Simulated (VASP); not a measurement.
Write the native input for VASP 6.6.1 that does the following.

```
Task                   : single point
Functional             : PBE
Potentials or basis    : VASP PAW PBE potentials, release 64 (In_d, Re, S)
Cutoff                 : 520 eV
k mesh                 : 12 × 12 × 4
Occupations            : gaussian, width 0.1 eV
Spin                   : no spin polarisation
Dipole correction      : no
Further INCAR settings : ALGO = Normal; EDIFF = 1e-06; NBANDS = 31
```

The structure of InReS4 lies in POSCAR:

```
InReS4
1.0
    3.0334580457      0.0000000000      0.0000000000
    0.0000000000      3.0334580457      0.0000000000
    0.0000000000      0.0000000000     13.7695842840
In Re S
1 1 4
Direct
    0.0000000000      0.0000000000      0.0000000000
    0.5000000000      0.5000000000      0.5000000000
    0.5000000000      0.5000000000      0.1236436077
    0.0000000000      0.0000000000      0.6039070077
    0.0000000000      0.0000000000      0.3960929923
    0.5000000000      0.5000000000      0.8763563923
```

The cell was built from a structure type or drawn by symmetry, and may not be a known phase.

One way to write it, as run:

INCAR

```
SYSTEM = InReS4
  ALGO = Normal
  EDIFF = 1E-6
  ENCUT = 520
  GGA = PE
  ISIF = 2
  ISMEAR = 0
  LASPH = .TRUE.
  LCHARG = .FALSE.
  LREAL = .FALSE.
  LWAVE = .FALSE.
  NBANDS = 31
  NELM = 100
  PREC = Accurate
  SIGMA = 0.1
```

KPOINTS

```
k-points
0
G
  12 12 4
  0 0 0
```

Potentials or basis: VASP PAW PBE potentials, release 64 (In_d, Re, S).

Launch:

```console
$ cat potpaw_PBE.64/In_d/POTCAR potpaw_PBE.64/Re/POTCAR potpaw_PBE.64/S/POTCAR > POTCAR
$ mpirun -np 1 vasp_std > vasp.out
```

It gave:

```json
{
 "Pressure": "0.0 GPa",
 "Largest force": "0.011 eV/Å",
 "Band gap on the k mesh": "zero (bands 22 and 23 overlap by 1.71 eV)"
}
```

Caveat: spin-orbit coupling is left out, which moves the levels of the heavy elements; this functional lacks dispersion, which binds the layers, so the pressure and a relaxed spacing across them are unreliable.

Wall time 4.6 min on 1 thread of AMD EPYC 9R45 96-Core Processor (Zen 5) (shared host), peak memory 0.43 GiB.
